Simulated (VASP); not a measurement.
Wanted: the native input for a VASP 6.6.1 run.

| Quantity | Value |
| --- | --- |
| Task | single point |
| Functional | PBE |
| Potentials or basis | VASP PAW PBE potentials, release 64 (Na_pv) |
| Cutoff | 500 eV |
| k mesh | 8 × 8 × 8 |
| Occupations | fermi-dirac, width 0.1 eV |
| Spin | no spin polarisation |
| Dipole correction | no |
| Further INCAR settings | ALGO = Normal; EDIFF = 1e-06; NBANDS = 10 |

The structure of Na lies in POSCAR:

```
Na
1.0
   -2.1001456438      2.1001456438      2.1001456438
    2.1001456438     -2.1001456438      2.1001456438
    2.1001456438      2.1001456438     -2.1001456438
Na
1
Direct
    0.0000000000      0.0000000000      0.0000000000
```

The input as run:

INCAR

```
ALGO = Normal
EDIFF = 1E-6
ENCUT = 500
GGA = PE
GGA_COMPAT = F
ISIF = 2
ISMEAR = -1
LASPH = T
LCHARG = F
LREAL = F
LWAVE = F
NBANDS = 10
NELM = 120
PREC = Accurate
SIGMA = 0.1
```

KPOINTS

```
k-points
0
Gamma
  8 8 8
```

Potentials or basis: VASP PAW PBE potentials, release 64 (Na_pv).

Launch:

```sh
$ cat potpaw_PBE.64/Na_pv/POTCAR > POTCAR
$ mpirun -np 1 vasp_std > vasp.out
```

Results of the run:

* Pressure: 0.0 GPa
* Band gap on the k mesh: zero (an odd number of electrons rules out a gap without spin polarisation)

It took 7.5 s on 1 thread of Intel(R) Xeon(R) Platinum 8259CL CPU @ 2.50GHz (Skylake/Cascade Lake), on a shared host, peak memory 0.15 GiB.
